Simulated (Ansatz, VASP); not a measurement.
One calculation of Pt, two programs

INCAR

```
PREC = Accurate
ENCUT = 520
EDIFF = 1E-6
ISMEAR = 0
SIGMA = 0.15
LREAL = False
LASPH = True
NELM = 80
ALGO = Fast
ISIF = 2
LWAVE = False
LCHARG = True
GGA = PE
LELF = True
LVHAR = True
NBANDS = 11
```

The input KPOINTS:

```
Automatic mesh
0
Gamma
  22 22 22
```

Contents of POSCAR:

```
Pt
1.0
   -1.5822397250      1.5822397250      1.5842200000
    1.5822397250     -1.5822397250      1.5842200000
    1.5862002750      1.5862002750     -1.5842200000
Pt
1
Direct
    0.0000000000      0.0000000000      0.0000000000
```

Input for Ansatz:

```yaml
crystal:
  lattice:
    - [-1.582239725, 1.582239725, 1.58422]
    - [1.582239725, -1.582239725, 1.58422]
    - [1.586200275, 1.586200275, -1.58422]
  atoms:
    - { symbol: Pt, position: [0.0, 0.0, 0.0] }
basis:
  ecutwfc: 420
kpoints:
  mp_grid: { grid: [22, 22, 22] }
hamiltonian:
  xc: pbe
scf:
  occupations: { method: gaussian, width: 0.15 }
output:
  forces: true
  stress: true
  eigenvalues: true
  write_density: true
  write_potential: true
  elf: true
  volumetric_format: npy
```

Change from the starting cell: strain +0.0025 x Voigt [0, 0, 0, 0, 0, 1], atoms carried along.

Alike in both runs: task single point; functional PBE; k mesh 22 × 22 × 22; occupations gaussian, width 0.15 eV; no spin polarisation.

```csv
,VASP,Ansatz
version,VASP 6.6.1,Ansatz 0.2.0
potentials or method,"VASP PAW PBE potentials, release 64 (Pt), cutoff 520 eV","scalar-relativistic, plane waves, PAW"
valence electrons in the cell,10,18
```

|  | VASP | Ansatz | Ansatz less VASP |
| --- | --- | --- | --- |
| gap on the k mesh at the Fermi level (eV) | none | none | - |
| pressure (GPa) | -1.5 | -1.0 | +0.45 |
| traceless stress, the component that is largest in VASP (GPa) | -0.37 | -0.37 | -0.004 |

A gap of «none» marks a metal or a gap that the smearing closes. VASP's potentials hold 10 valence electrons a cell and Ansatz's 18, so a difference there can come from the potentials and not from the codes.

Neither program's run includes spin-orbit coupling.
